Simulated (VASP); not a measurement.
# Tl (P6_3/mmc) in VASP: further runs

Runs on Tl. Level: LDA. Tasks: relaxation of cell and atoms, single point.

All numbers are computed with VASP 6.6.1; they aren't measurements. Logs are shortened: lines on timing, memory, paths and dates and some standing lists are left out, and cuts for length are marked.

### Step 1. The cell of the first run

Symmetry: P6_3/mmc, No. 194, hexagonal system. The conventional cell has a = 3.411 Å, b = 3.411 Å, c = 5.416 Å, α = 90.00°, β = 90.00°, γ = 120.00°. Within 4.4 Å of Tl (site symmetry -6m2) lie 12 Tl at 3.35 to 3.41 Å.

### Step 2. Relaxation of cell and atoms, LDA, target pressure 7 GPa, at which the enthalpy is minimised

INCAR reads:

```
ALGO = Normal ; EDIFF = 1E-6
EDIFFG = -0.002 ; ENCUT = 600
IBRION = 2 ; ISIF = 3
ISMEAR = -1 ; LASPH = True
LCHARG = False ; LREAL = False
LWAVE = False ; NELM = 100
NSW = 100 ; PREC = Accurate
PSTRESS = 70.0 ; SIGMA = 0.1
```

KPOINTS reads:

```
k-points
0
Gamma
  16 16 10
```

POSCAR reads:

```
Tl
1.0
    3.4107556202      0.0000000000      0.0000000000
   -1.7053778101      2.9538010132      0.0000000000
    0.0000000000      0.0000000000      5.4164194541
Tl
2
Direct
    0.3333333333      0.6666666667      0.2500000000
    0.6666666667      0.3333333333      0.7500000000
```

Potentials or basis: VASP PAW LDA potentials, release 64 (Tl_d).

Run with:

```sh
cat potpaw_LDA.64/Tl_d/POTCAR > POTCAR
mpirun -np 1 vasp_std > vasp.out
```

OUTCAR:

```text
EDIFF = 1E-6
   EDIFFG = -0.002
   ENCUT = 600
   IBRION = 2
   ISIF = 3
   ISMEAR = -1
   LASPH = True
   LREAL = False
   NELM = 100
   NSW = 100
   PREC = Accurate
   PSTRESS = 70.0

 ion  position               nearest neighbor table
   1  0.333  0.667  0.250-   2 3.35   2 3.35   2 3.35   2 3.35   2 3.35   2 3.35
   2  0.667  0.333  0.750-   1 3.35   1 3.35   1 3.35   1 3.35   1 3.35   1 3.35

  LATTYP: Found a hexagonal cell.
 ALAT       =     3.4107556202
 C/A-ratio  =     1.5880409086

  Lattice vectors:

 A1 = (   3.4107556202,   0.0000000000,   0.0000000000)
 A2 = (  -1.7053778101,   2.9538010132,   0.0000000000)
 A3 = (   0.0000000000,   0.0000000000,   5.4164194541)

Analysis of symmetry for initial positions (statically):
=====================================================================
 Subroutine PRICEL returns:
 Original cell was already a primitive cell.

 Routine SETGRP: Setting up the symmetry group for a
 hexagonal supercell.

 Subroutine GETGRP returns: Found 24 space group operations
 (whereof 12 operations were pure point group operations)
 out of a pool of 24 trial point group operations.

The static configuration has the point symmetry D_3d.
 The point group associated with its full space group is D_6h.

Analysis of symmetry for dynamics (positions and initial velocities):
=====================================================================
 Subroutine PRICEL returns:
 Original cell was already a primitive cell.

 Routine SETGRP: Setting up the symmetry group for a
 hexagonal supercell.

 Subroutine GETGRP returns: Found 24 space group operations
 (whereof 12 operations were pure point group operations)
 out of a pool of 24 trial point group operations.

The dynamic configuration has the point symmetry D_3d.
 The point group associated with its full space group is D_6h.

 Subroutine INISYM returns: Found 24 space group operations
 (whereof 12 operations are pure point group operations),
 and found     1 'primitive' translations

----------------------------------------------------------------------------------------

                                     Primitive cell

  volume of cell :      54.5688

  direct lattice vectors                    reciprocal lattice vectors
     3.410755620  0.000000000  0.000000000     0.293190164  0.169273420  0.000000000
    -1.705377810  2.953801013  0.000000000     0.000000000  0.338546840  0.000000000
     0.000000000  0.000000000  5.416419454     0.000000000  0.000000000  0.184623811

  length of vectors
     3.410755620  3.410755620  5.416419454     0.338546840  0.338546840  0.184623811

  position of ions in fractional coordinates (direct lattice)
     0.333333333  0.666666667  0.250000000
     0.666666667  0.333333333  0.750000000

  ion indices of the primitive-cell ions
   primitive index   ion index
                 1           1
                 2           2

----------------------------------------------------------------------------------------

 KPOINTS: k-points

Automatic generation of k-mesh.
 Grid dimensions read from file:
 generate k-points for:   16   16   10

 Generating k-lattice:

  Cartesian coordinates                     Fractional coordinates (reciprocal lattice)
     0.018324385  0.010579589  0.000000000     0.062500000  0.000000000  0.000000000
     0.000000000  0.021159178  0.000000000     0.000000000  0.062500000  0.000000000
     0.000000000  0.000000000  0.018462381     0.000000000  0.000000000  0.100000000

  Length of vectors
     0.021159178  0.021159178  0.018462381

  Shift w.r.t. Gamma in fractional coordinates (k-lattice)
     0.000000000  0.000000000  0.000000000

 Subroutine IBZKPT returns following result:
 ===========================================

 Found    180 irreducible k-points:

 Following reciprocal coordinates:
            Coordinates               Weight
  0.000000  0.000000  0.000000      1.000000
  0.062500  0.000000  0.000000      6.000000
  0.125000  0.000000  0.000000      6.000000
  0.187500  0.000000  0.000000      6.000000
  0.250000  0.000000  0.000000      6.000000
  0.312500 -0.000000  0.000000      6.000000
[... 16 lines left out ...]
  0.187500  0.187500  0.000000      6.000000
  0.250000  0.187500  0.000000     12.000000
 [... further k-points ...]
   k-points           NKPTS =    180   k-points in BZ     NKDIM =    180   number of bands    NBANDS=     17
   number of dos      NEDOS =    301   number of ions     NIONS =      2
   total plane-waves  NPLWV =  37632
   dimension x,y,z NGX =    28 NGY =   28 NGZ =   48
   dimension x,y,z NGXF=    56 NGYF=   56 NGZF=   96
   ions per type =               2
   NGX,Y,Z   is equivalent  to a cutoff of  13.65, 13.65, 14.73 a.u.
   NGXF,Y,Z  is equivalent  to a cutoff of  27.30, 27.30, 29.47 a.u.
 SYSTEM =  unknown system
   PREC   = accura    normal or accurate (medium, high low for compatibility)
   ISTART =      0    job   : 0-new  1-cont  2-samecut
   ICHARG =      2    charge: 1-file 2-atom 10-const
   ISPIN  =      1    spin polarized calculation?
   LNONCOLLINEAR =      F non collinear calculations
   LSORBIT =      F    spin-orbit coupling
   LASPH  =      T    aspherical Exc in radial PAW
   ENCUT  =  600.0 eV  44.10 Ry    6.64 a.u.   6.81  6.81 10.82*2*pi/ulx,y,z
   NELM   =    100;   NELMIN=  2; NELMDL= -5     # of ELM steps
   EDIFF  = 0.1E-05   stopping-criterion for ELM
   LREAL  =      F    real-space projection
   EDIFFG = -.2E-02   stopping-criterion for IOM
   NSW    =    100    number of steps for IOM
   IBRION =      2    ionic relax: 0-MD 1-quasi-New 2-CG
   NFREE  =      1    steps in history (QN), initial steepest desc. (CG)
   ISIF   =      3    stress and relaxation
   ISYM   =      2    0-nonsym 1-usesym 2-fastsym
   POTIM  = 0.5000    time-step for ionic-motion
   TEBEG  =    0.0;   TEEND  =   0.0 temperature during run
   PSTRESS=   70.0 pullay stress
   NELECT =      26.0000    total number of electrons
   NUPDOWN=      -1.0000    fix difference up-down
   EMIN   =  10.00;   EMAX   =-10.00  energy-range for DOS
   EFERMI =   0.00;   METHOD = LEGACY
   ISMEAR =    -1;   SIGMA  =   0.10  broadening in eV -4-tet -1-fermi 0-gaus
   EFERMI_NEDOS =   21; number of points for ismear=-14 and -15
   IALGO  =     38    algorithm
   IMIX   =      4    mixing-type and parameters
     AMIX     =   0.40;   BMIX     =  1.00
     AMIX_MAG =   1.60;   BMIX_MAG =  1.00
  volume/ion in A,a.u.               =      27.28       184.12
  Fermi-wavevector in a.u.,A,eV,Ry     =   1.278649  2.416296 22.244743  1.634942
  Thomas-Fermi vector in A             =   2.411179
   LORBIT       =      0    0 simple, 1 ext, 2 COOP (PROOUT), +10 PAW based schemes
   GGA     = CA    functional components
   LHFCALC =     F    Hartree Fock is set to
   AEXX    =    0.0000 exact exchange contribution
   IVDW    =     0    specifies the selected vdW correction
   LEPSILON=     F    determine dielectric tensor
   LRPA    =     F    only Hartree local field effects (RPA)
 conjugate gradient relaxation of ions
 non-spin polarized calculation
  energy-cutoff  :      600.00
  volume of cell :       54.57
 maximum number of plane-waves:      1846
 NGX is ok and might be reduce to    28
   NGX = 13   NGY = 13   NGZ = 21

--------------------------------------- Ionic step        1  -------------------------------------------

 number of electron      26.0000005 magnetization

 Free energy of the ion-electron system (eV)
  ---------------------------------------------------
  ext. energy  EPLUGINS =         0.00000000
  ---------------------------------------------------
  free energy    TOTEN  =        -5.88341450 eV

  energy without entropy =       -5.85769184  energy(sigma->0) =       -5.87055317

------------------------ aborting loop because EDIFF is reached ----------------------------------------

  FORCE on cell =-STRESS in cart. coord.  units (eV):
  Direction    XX          YY          ZZ          XY          YZ          ZX
  --------------------------------------------------------------------------------------
  -------------------------------------------------------------------------------------
  Total        0.0614871      0.0614871      0.0620674      0.0000000     -0.0000000     -0.0000000
  in kB        1.8053032      1.8053032      1.8223416      0.0000000     -0.0000000     -0.0000000
  external PRESSURE =     -68.1890173 kB  Pullay stress =      70.0000000 kB
[... 93 lines left out ...]
  FREE ENERGIE OF THE ION-ELECTRON SYSTEM (eV)
  ---------------------------------------------------
  free  energy   TOTEN  =        -5.7666018499 eV

  energy  without entropy=       -5.7433380174  energy(sigma->0) =       -5.75496993

  enthalpy is  TOTEN    =        -3.6396225107 eV   P V=        2.1269793391

[... ionic steps 4 to 8 ...]

--------------------------------------- Ionic step        9  -------------------------------------------

 number of electron      26.0000003 magnetization

------------------------ aborting loop because EDIFF is reached ----------------------------------------

  FORCE on cell =-STRESS in cart. coord.  units (eV):
  Direction    XX          YY          ZZ          XY          YZ          ZX
  --------------------------------------------------------------------------------------
  -------------------------------------------------------------------------------------
  Total        2.1265956      2.1265956      2.1515280      0.0000000     -0.0000000      0.0000000
  in kB       70.0764334     70.0764334     70.8980160      0.0000000     -0.0000000      0.0000000
  external PRESSURE =       0.3502943 kB  Pullay stress =      70.0000000 kB
[... 61 lines left out ...]
  enthalpy is  TOTEN    =        -3.6404460787 eV   P V=        2.1253136360

--------------------------------------- Ionic step       11  -------------------------------------------

 number of electron      26.0000003 magnetization

 Free energy of the ion-electron system (eV)
  ---------------------------------------------------
  ext. energy  EPLUGINS =         0.00000000
  ---------------------------------------------------
  free energy    TOTEN  =        -5.76555086 eV

  energy without entropy =       -5.74206824  energy(sigma->0) =       -5.75380955

 E-fermi :   8.2167     XC(G=0): -11.3295

 val. band max:        8.2017945375   @ k =   0.2500   0.1875   0.4000
 cond. band min:       8.2194945560   @ k =   0.2500   0.1875   0.0000
 fundamental gap:      0.0177000185
 Fermi energy:         8.2166664913

 k-point     1 :       0.0000    0.0000    0.0000
  band No.  band energies     occupation
      1      -4.0734      2.00000
      2      -3.6451      2.00000
      3      -3.6101      2.00000
      4      -3.6101      2.00000
      5      -3.5261      2.00000
      6      -3.5261      2.00000
[... 9 lines left out ...]
     16      18.8176      0.00000
     17      19.7319      0.00000
[... 443 lines left out ...]
      1      -3.8949      2.00000
      2      -3.8905      2.00000
      3      -3.7790      2.00000
      4      -3.6391      2.00000
      5      -3.4040      2.00000
      6      -3.3439      2.00000
[... 9 lines left out ...]
     16      13.1142      0.00000
     17      14.7493      0.00000

 [... further k-points ...]

------------------------ aborting loop because EDIFF is reached ----------------------------------------

  FORCE on cell =-STRESS in cart. coord.  units (eV):
  Direction    XX          YY          ZZ          XY          YZ          ZX
  --------------------------------------------------------------------------------------
  -------------------------------------------------------------------------------------
  Total        2.1217506      2.1217506      2.1238833      0.0000000      0.0000000      0.0000000
  in kB       69.8895117     69.8895117     69.9597613      0.0000000      0.0000000      0.0000000
  external PRESSURE =      -0.0870718 kB  Pullay stress =      70.0000000 kB
[... 17 lines left out ...]
  FREE ENERGIE OF THE ION-ELECTRON SYSTEM (eV)
  ---------------------------------------------------
  free  energy   TOTEN  =        -5.7655508573 eV

  energy  without entropy=       -5.7420682430  energy(sigma->0) =       -5.75380955

  enthalpy is  TOTEN    =        -3.6404459503 eV   P V=        2.1251049069

 reached required accuracy - stopping structural energy minimisation
```

Wall time 21 min (1 thread of AMD EPYC 7R13, shared host); peak memory 0.27 GiB.

Results:

| Property | Result |
| --- | --- |
| Free energy | -5.7656 eV |
| Relaxed volume | 24.32 Å³/atom |
| Relaxed cell | a = 3.270 Å, b = 3.270 Å, c = 5.252 Å, α = 90.00°, β = 90.00°, γ = 120.00° |
| Space group after relaxing (to 0.1 Å) | P6_3/mmc (No. 194) |
| Energy change on relaxing (the run minimises the enthalpy) | +58.9 meV/atom |
| Ionic steps | 11 |
| Pressure after relaxing | 7.0 GPa |
| Band gap on the k mesh | zero (bands 13 and 14 overlap by 6.96 eV) |

The path:
```
step  energy change (eV)  largest force (eV/Å)  pressure (GPa)  volume (Å³)
   1              0.0000                0.0000            0.18        54.57
   2              0.2812                0.0000           12.33        45.90
   3              0.1168                0.0000            6.94        48.68
   4              0.1218                0.0000            7.17        48.57
   5              0.1139                0.0000            6.85        48.74
   6              0.1119                0.0000            6.77        48.78
   7              0.1189                0.0000            7.06        48.62
   8              0.1186                0.0000            7.04        48.62
   9              0.1187                0.0000            7.04        48.62
  10              0.1177                0.0000            6.98        48.64
  11              0.1179                0.0000            6.99        48.64
```

Final structure:
```
Tl
1.0
     3.27025    0.00000    0.00000
    -1.63512    2.83212    0.00000
     0.00000    0.00000    5.25172
Tl
2
Direct
  0.33333 0.66667 0.25000
  0.66667 0.33333 0.75000
```

Levels at points of the mesh, in eV from the Fermi level:
```
           k point  band 11  band 12  band 13  band 14  band 15  band 16
(0.00, 0.00, 0.00)   -11.14    -5.11    -3.64     9.07     9.07    10.60
(0.50, 0.00, 0.00)    -5.97    -5.07    -0.48     0.38     1.30     4.12
(0.00, 0.00, 0.50)    -9.62    -9.62     3.82     3.82    10.15    10.15
(0.50, 0.00, 0.50)    -4.66    -4.66    -2.90    -2.90     6.13     6.13
```

Caveat: the cell is relaxed towards a set pressure, so the run minimises the enthalpy, not the energy; spin-orbit coupling is left out, which moves the levels of the heavy elements.

[end of part 1 of 2]

The gap in the log of VASP goes by the Fermi energy; the results here count the filled bands.